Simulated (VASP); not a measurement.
Input of a VASP 6.6.1 run:

INCAR

```
SYSTEM = ZnAuC4N4
PREC = Accurate
ENCUT = 520
EDIFF = 1E-6
ISMEAR = 0
SIGMA = 0.1
LREAL = .False.
LASPH = .True.
NELM = 80
ALGO = Normal
ISIF = 2
LWAVE = .False.
LCHARG = .True.
GGA = PE
LELF = .True.
LVHAR = .True.
NBANDS = 40
```

Contents of KPOINTS:

```
Automatic mesh
0
Gamma
  4 4 4
  0 0 0
```

The input POSCAR:

```
ZnAuC4N4
1.0
    5.8826218900      0.0000000000      0.0000000000
    0.0000000000      5.8826218900      0.0000000000
    0.0000000000      0.0000000000      5.8826218900
Zn C Au N
1 4 1 4
Direct
    0.0000000000      0.0000000000      0.0000000000
    0.1881440800      0.1881440800      0.1881440800
    0.1881440800      0.8118559200      0.8118559200
    0.8118559200      0.1881440800      0.8118559200
    0.8118559200      0.8118559200      0.1881440800
    0.5000000000      0.5000000000      0.5000000000
    0.3029738000      0.3029738000      0.3029738000
    0.3029738000      0.6970262000      0.6970262000
    0.6970262000      0.3029738000      0.6970262000
    0.6970262000      0.6970262000      0.3029738000
```

Potentials or basis: VASP PAW PBE potentials, release 64 (Zn, C, Au, N).

Launch:

```console
$ cat potpaw_PBE.64/Zn/POTCAR potpaw_PBE.64/C/POTCAR potpaw_PBE.64/Au/POTCAR potpaw_PBE.64/N/POTCAR > POTCAR
$ mpirun -np 1 vasp_std > vasp.out
```

(1) What does it give for the pressure?

(2) What does it give for the band gap on the k mesh?

(3) What does it give for the largest force?

Results:

(1) 5.9 GPa.

(2) zero (an odd number of electrons rules out a gap without spin polarisation).

(3) 1.554 eV/Å.

Caveat: the cell stands under pressure; spin-orbit coupling is left out, which moves the levels of the heavy elements; forces of over 1 eV/Å act on the atoms, so gaps and moduli don't describe the material at rest.
